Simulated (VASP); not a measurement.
Set up this calculation in VASP 6.6.1, as the native input.

```yaml
Task: single point
Functional: PBE
Potentials_or_basis: VASP PAW PBE potentials, release 64 (Al, N)
Cutoff: 520 eV
k_mesh: 3 × 3 × 3
Occupations: gaussian, width 0.1 eV
Spin: no spin polarisation
Dipole_correction: no
Further_INCAR_settings: LREAL = Auto; ALGO = Normal; EDIFF = 1e-06; NBANDS = 72
```

The structure of Al32N (a cell with a defect) lies in POSCAR:

```
Al32N
1.0
    8.1000000000      0.0000000000      0.0000000000
    0.0000000000      8.1000000000      0.0000000000
    0.0000000000      0.0000000000      8.1000000000
Al N
32 1
Direct
    0.5000161728      0.0001309877     -0.0022008642
    0.7487656790      0.2513565432     -0.0013381481
    0.7444840741      0.0001822222      0.2498533333
    0.0000212346      0.0001833333     -0.0058141975
    0.2512725926      0.2513680247     -0.0013496296
    0.5000220988      0.5001985185      0.0002665432
    0.7488877778      0.7489824691     -0.0012179012
    0.2555828395      0.0001827160      0.2498529630
    0.5000162963      0.2522330864      0.2498934568
    0.7479408642      0.5001432099      0.2498946914
    0.5000165432      0.0001304938      0.5019377778
    0.7488564198      0.2512670370      0.5010676543
    0.7479430864      0.0001301235      0.7498856790
    0.0000153086      0.5001420988     -0.0022086420
    0.2511500000      0.7489713580     -0.0012279012
    0.0000212346      0.2558982716      0.2498520988
    0.2520966667      0.5001423457      0.2498945679
    0.5000167901      0.7480976543      0.2498943210
    0.0000207407      0.0001803704      0.5053141975
    0.2511814815      0.2512774074      0.5010788889
    0.5000212346      0.5001892593      0.4995007407
    0.7489681481      0.7490695062      0.5009504938
    0.2520941975      0.0001302469      0.7498862963
    0.5000220988      0.2497619753      0.7498424691
    0.7503993827      0.5001960494      0.7498440741
    0.0000206173      0.7447493827      0.2498558025
    0.0000153086      0.5001476543      0.5019414815
    0.2510695062      0.7490592593      0.5009603704
    0.0000154321      0.2522381481      0.7498855556
    0.2496338272      0.5001971605      0.7498432099
    0.5000208642      0.7505279012      0.7498517284
    0.0000153086      0.7480959259      0.7498809877
    0.0000603704      1.0006244444      0.2495293827
```

These files were run (other wordings do the same):

INCAR

```
PREC = Accurate
ENCUT = 520
EDIFF = 1E-6
ISMEAR = 0
SIGMA = 0.1
LREAL = Auto
LASPH = True
NELM = 120
ALGO = Normal
ISIF = 2
LWAVE = False
LCHARG = False
GGA = PE
NBANDS = 72
GGA_COMPAT = False
```

KPOINTS

```
regular mesh
0
Gamma
  3 3 3
```

Potentials or basis: VASP PAW PBE potentials, release 64 (Al, N).

The run is started by

```sh
$ cat potpaw_PBE.64/Al/POTCAR potpaw_PBE.64/N/POTCAR > POTCAR
$ mpirun -np 1 vasp_std > vasp.out
```

Results of the run:

```
Pressure               : -0.1 GPa
Largest force          : 0.008 eV/Å
Band gap on the k mesh : zero (an odd number of electrons rules out a gap without spin polarisation)
```

Wall time 14 min on 1 thread of Intel(R) Xeon(R) Platinum 8375C CPU @ 2.90GHz (Ice Lake), with other jobs on the host, peak memory 0.65 GiB.
